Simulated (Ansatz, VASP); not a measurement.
## Rb in VASP and in Ansatz

The input INCAR:

```
PREC = Accurate ; ENCUT = 600
EDIFF = 1E-7 ; ISMEAR = 0
SIGMA = 0.1 ; LREAL = F
LASPH = T ; NELM = 100
ALGO = Fast ; ISIF = 3
LWAVE = F ; LCHARG = F
GGA = PS ; IBRION = 2
NSW = 100 ; EDIFFG = -0.005
```

File KPOINTS:

```
regular mesh
0
Gamma
  12 12 6
```

File POSCAR:

```
Rb
1.0
    4.9375536742      0.0000000000      0.0000000000
   -2.4687768371      4.2760469144      0.0000000000
    0.0000000000      0.0000000000      8.2077664133
Rb
2
Direct
    0.3333333333      0.6666666667      0.2500000000
    0.6666666667      0.3333333333      0.7500000000
```

Input for Ansatz:

```yaml
crystal:
  lattice:
    - [4.937556792, 0.0, 0.0]
    - [-2.468778396, 4.2760496145, 0.0]
    - [0.0, 0.0, 8.2077646854]
  atoms:
    - { symbol: Rb, position: [0.3333333333, 0.6666666667, 0.25] }
    - { symbol: Rb, position: [0.6666666667, 0.3333333333, 0.75] }
basis:
  ecutwfc: 420
kpoints:
  mp_grid: { grid: [12, 12, 6] }
hamiltonian:
  xc: pbesol
scf:
  occupations: { method: gaussian, width: 0.1 }
output:
  forces: true
  stress: true
  eigenvalues: true
relax:
  adjacent_minimum: "off"
  f_tol: 0.005
  max_steps: 80
  cell: { stress_tol: 0.05 }
```

Alike in both runs: task relaxation of cell and atoms; functional PBEsol; k mesh 12 × 12 × 6; occupations gaussian, width 0.1 eV; no spin polarisation.

```csv
,VASP,Ansatz
version,VASP 6.6.1,Ansatz 0.2.0
potentials or method,"VASP PAW PBE potentials, release 64 (Rb_sv), cutoff 600 eV","scalar-relativistic, plane waves, PAW"
valence electrons in the cell,18,18
```

```tsv
	VASP	Ansatz	Ansatz less VASP
gap on the k mesh at the Fermi level, each at its own relaxed structure (eV)	none	none	-
relaxed volume (Å³/atom)	86.74	86.63	-0.116
relaxed cell length with the largest relative difference (Å)	8.080	8.097	+0.0166
```

VASP's potentials were made for PBE, not for PBEsol. A gap of «none» marks a metal or a gap that the smearing closes.
